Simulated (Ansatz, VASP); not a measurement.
Na: VASP beside Ansatz

INCAR

```
ALGO = Normal
EDIFF = 1E-6
ENCUT = 520
GGA = PS
ISIF = 2
ISMEAR = 0
LASPH = True
LCHARG = True
LELF = True
LREAL = False
LVHAR = True
LWAVE = False
NBANDS = 10
NELM = 60
PREC = Accurate
SIGMA = 0.1
```

KPOINTS

```
k-points
0
Gamma
  14 14 14
```

Contents of POSCAR:

```
Na
1.0
   -1.8701823685      1.8701823685      2.5328668962
    1.8701823685     -1.8701823685      2.5328668962
    1.8701823685      1.8701823685     -2.5328668962
Na
1
Direct
    0.0000000000      0.0000000000      0.0000000000
```

Input for Ansatz:

```yaml
crystal:
  lattice:
    - [-1.8701823685, 1.8701823685, 2.5328668962]
    - [1.8701823685, -1.8701823685, 2.5328668962]
    - [1.8701823685, 1.8701823685, -2.5328668962]
  atoms:
    - { symbol: Na, position: [0.0, 0.0, 0.0] }
basis:
  ecutwfc: 420
kpoints:
  mp_grid: { grid: [14, 14, 14] }
hamiltonian:
  xc: pbesol
scf:
  occupations: { method: gaussian, width: 0.1 }
output:
  forces: true
  stress: true
  eigenvalues: true
```

Alike in both runs: task single point; functional PBEsol; k mesh 14 × 14 × 14; occupations gaussian, width 0.1 eV; no spin polarisation.

|  | VASP | Ansatz |
| --- | --- | --- |
| version | VASP 6.6.1 | Ansatz 0.2.0 |
| potentials or method | VASP PAW PBE potentials, release 64 (Na_pv), cutoff 520 eV | scalar-relativistic, plane waves, PAW |
| valence electrons in the cell | 7 | 9 |

|  | VASP | Ansatz | Ansatz less VASP |
| --- | --- | --- | --- |
| gap on the k mesh at the Fermi level (eV) | none | none | - |
| pressure (GPa) | 0.2 | 0.2 | +0.03 |

VASP's potentials were made for PBE, not for PBEsol. A gap of «none» marks a metal or a gap that the smearing closes. VASP's potentials hold 7 valence electrons a cell and Ansatz's 9, so a difference there can come from the potentials and not from the codes.
